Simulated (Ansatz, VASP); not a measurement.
Two plane-wave programs on YbH3

```xyz
4
Lattice="0.0000 2.6233 2.6233 2.6233 0.0000 2.6233 2.6233 2.6233 0.0000" Properties=species:S:1:pos:R:3 pbc="T T T"
Yb    0.0000    0.0000    0.0000
H     2.6233    2.6233    2.6233
H     1.3117    1.3117    1.3117
H     3.9350    3.9350    3.9350
```

Alike in both runs: task single point; functional PBE; k mesh 10 × 10 × 10; occupations gaussian, width 0.05 eV; no spin polarisation.

|  | VASP | Ansatz |
| --- | --- | --- |
| version | VASP 6.6.1 | Ansatz 0.2.0 |
| potentials or method | VASP PAW PBE potentials, release 64 (Yb, H), cutoff 520 eV | scalar-relativistic, plane waves, PAW |
| valence electrons in the cell | 27 | 27 |

Ansatz gave:

* gap on the k mesh at the Fermi level (eV): none
* pressure (GPa): -6.6

Task: Which values does VASP return?

Result: gap on the k mesh at the Fermi level (eV): none; pressure (GPa): -6.8.

A gap of «none» marks a metal or a gap that the smearing closes. With one functional, cell and mesh, what is left measures potentials, basis and numerics.

Neither program's run includes spin-orbit coupling.
